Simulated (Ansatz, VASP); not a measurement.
**NaAg: VASP beside Ansatz**

The input INCAR:

```
PREC = Accurate
ENCUT = 520
EDIFF = 1E-8
ISMEAR = -1
SIGMA = 0.05
LREAL = F
LASPH = T
NELM = 100
ALGO = Normal
ISIF = 2
LWAVE = F
LCHARG = F
GGA = CA
LEFG = T
NBANDS = 16
```

File KPOINTS:

```
Automatic mesh
0
Gamma
  12 12 12
```

File POSCAR:

```
NaAg
1.0
    0.0000000000      2.8822804510      2.8822804510
    2.8822804510      0.0000000000      2.8822804510
    2.8822804510      2.8822804510      0.0000000000
Na Ag
1 1
Direct
    0.0000000000      0.0000000000      0.0000000000
    0.5000000000      0.5000000000      0.5000000000
```

Input for Ansatz:

```yaml
crystal:
  lattice:
    - [0.0, 2.882280451, 2.882280451]
    - [2.882280451, 0.0, 2.882280451]
    - [2.882280451, 2.882280451, 0.0]
  atoms:
    - { symbol: Na, position: [0.0, 0.0, 0.0] }
    - { symbol: Ag, position: [0.5, 0.5, 0.5] }
kpoints:
  mp_grid: { grid: [12, 12, 12] }
scf:
  occupations: { method: fermi_dirac, width: 0.05 }
hamiltonian:
  xc: lda
  pseudopotentials: { kind: paw }
output:
  forces: true
  stress: true
  eigenvalues: true
  efg: { contact_densities: true }
  populations: true
  bader: true
  dos: { projected: true, de: 0.2, e_range: [-14, 8] }
  write_density: true
  write_potential: true
  elf: true
  volumetric_format: npy
```

Alike in both runs: task electric field gradients; functional LDA; k mesh 12 × 12 × 12; occupations fermi-dirac, width 0.05 eV; no spin polarisation.

|  | VASP | Ansatz |
| --- | --- | --- |
| version | VASP 6.6.1 | Ansatz 0.2.0 |
| potentials or method | VASP PAW LDA potentials, release 64 (Na_pv, Ag) | PAW with Ansatz's default frozen-core files, scalar-relativistic |
| plane-wave cutoff (eV) | 520 | 420 |
| valence electrons in the cell | 18 | 28 |

```tsv
	VASP	Ansatz	Ansatz less VASP
pressure (GPa)	0.0	0.0	-0.01
```

LDA's correlation is that of Perdew and Zunger in VASP and of Perdew and Wang (1992) in Ansatz. VASP's potentials hold 18 valence electrons a cell and Ansatz's 28, so a difference there can come from the potentials and not from the codes.
